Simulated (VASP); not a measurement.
ZnO:

```
Zn O
1.0
     2.80695    0.00000    0.00000
    -1.40348    2.43089    0.00000
     0.00000    0.00000    4.58375
Zn O
2 2
Direct
  0.33333 0.66667 0.00000
  0.66667 0.33333 0.50000
  0.33333 0.66667 0.37500
  0.66667 0.33333 0.87500
```

* Program: VASP 6.6.1
* Task: relaxation of cell and atoms
* Functional: PBE
* Potentials or basis: VASP PAW PBE potentials, release 64 (Zn, O)
* Cutoff: 600 eV
* k mesh: 12 × 12 × 6
* Occupations: fermi-dirac, width 0.02 eV
* Spin: no spin polarisation

At the start: pressure 165.3 GPa; volume 7.82 Å³/atom.

Question: Where does the relaxation end?

Answer: Over 18 steps the energy falls by 1555.0 meV/atom and the volume is 12.29 Å³/atom (+57.2 %); space group P6_3mc (No. 186, to 0.05 Å).

Step by step:
| step | energy change (eV) | largest force (eV/Å) | pressure (GPa) | volume (Å³) |
| --- | --- | --- | --- | --- |
| 1 | 0.0000 | 0.1259 | 165.30 | 31.28 |
| 2 | -0.9636 | 0.0633 | -35.79 | 83.85 |
| 3 | -6.1801 | 0.0774 | -5.65 | 51.21 |
| 4 | -6.2110 | 0.0757 | -2.43 | 49.99 |
| 5 | -6.2173 | 0.0741 | 0.03 | 49.13 |
| 6 | -6.2159 | 0.0749 | -1.14 | 49.55 |
| 7 | -6.2180 | 0.0501 | 0.73 | 48.99 |
| 8 | -6.2181 | 0.0544 | 0.21 | 49.09 |
| 9 | -6.2181 | 0.0540 | 0.22 | 49.08 |
| 10 | -6.2181 | 0.0524 | 0.34 | 49.03 |
| 11 | -6.2181 | 0.0527 | 0.35 | 49.06 |
| 12 | -6.2181 | 0.0538 | 0.28 | 49.07 |
| 13 | -6.2189 | 0.0372 | 0.16 | 49.10 |
| 14 | -6.2200 | 0.0077 | 0.00 | 49.17 |
| 15 | -6.2200 | 0.0116 | -0.02 | 49.18 |
| 16 | -6.2200 | 0.0065 | 0.07 | 49.16 |
| 17 | -6.2200 | 0.0016 | 0.03 | 49.17 |
| 18 | -6.2200 | 0.0007 | -0.01 | 49.17 |

Final structure:
```yaml
crystal:
  lattice:
    - [3.27483, 0.00000, 0.00000]
    - [-1.63741, 2.83608, 0.00000]
    - [0.00000, 0.00000, 5.29382]
  atoms:
    - { symbol: Zn, position: [0.33333, 0.66667, 0.99815] }
    - { symbol: Zn, position: [0.66667, 0.33333, 0.49815] }
    - { symbol: O, position: [0.33333, 0.66667, 0.37685] }
    - { symbol: O, position: [0.66667, 0.33333, 0.87685] }
```

Caveat: the volume moved by over 15 % at a fixed basis, so the end points are rough.
